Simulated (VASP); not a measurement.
Wanted: the native input for a VASP 6.6.1 run.

| Property | Result |
| --- | --- |
| Task | single point |
| Functional | PBEsol |
| Potentials or basis | VASP PAW PBE potentials, release 64 (Ta_pv, N) |
| Cutoff | 520 eV |
| k mesh | 7 × 7 × 7 |
| Occupations | gaussian, width 0.05 eV |
| Spin | collinear spin, ferromagnetic start |
| Starting moments | [0.5, 0.0] μB |
| Dipole correction | no |
| Further INCAR settings | ALGO = Normal; EDIFF = 1e-06; NBANDS = 19 |

The structure of TaN lies in POSCAR:

```
TaN
1.0
    0.0000000000      2.4911437700      2.4911437700
    2.4911437700      0.0000000000      2.4911437700
    2.4911437700      2.4911437700      0.0000000000
Ta N
1 1
Direct
    0.0000000000      0.0000000000      0.0000000000
    0.2500000000      0.2500000000      0.2500000000
```

The input as run:

INCAR

```
PREC = Accurate ; ENCUT = 520
EDIFF = 1E-6 ; ISMEAR = 0
SIGMA = 0.05 ; LREAL = False
LASPH = True ; NELM = 150
ALGO = Normal ; ISIF = 2
LWAVE = False ; LCHARG = True
ISPIN = 2 ; MAGMOM = 0.5 0
LORBIT = 11 ; LMAXMIX = 4
GGA = PS ; LELF = True
LVHAR = True ; NBANDS = 19
```

KPOINTS

```
regular mesh
0
Gamma
  7 7 7
```

Potentials or basis: VASP PAW PBE potentials, release 64 (Ta_pv, N).

Launch:

```bash
$ cat potpaw_PBE.64/Ta_pv/POTCAR potpaw_PBE.64/N/POTCAR > POTCAR
$ mpirun -np 1 vasp_std > vasp.out
```

Results of the run:

The pressure is -30.5 GPa, the band gap on the k mesh is zero (filled and empty bands overlap) and the net moment is 0.00 μB per cell. The valence electrons inside the program's atomic spheres are Ta 8.66; N 3.66.

Caveat: the PAW data sets were made with another functional, which shifts forces and pressure a little; spin-orbit coupling is left out, which moves the levels of the heavy elements.

Run time: 13 s on 1 thread of Intel(R) Xeon(R) 6975P-C (Granite Rapids), on a shared host, peak memory 0.18 GiB.
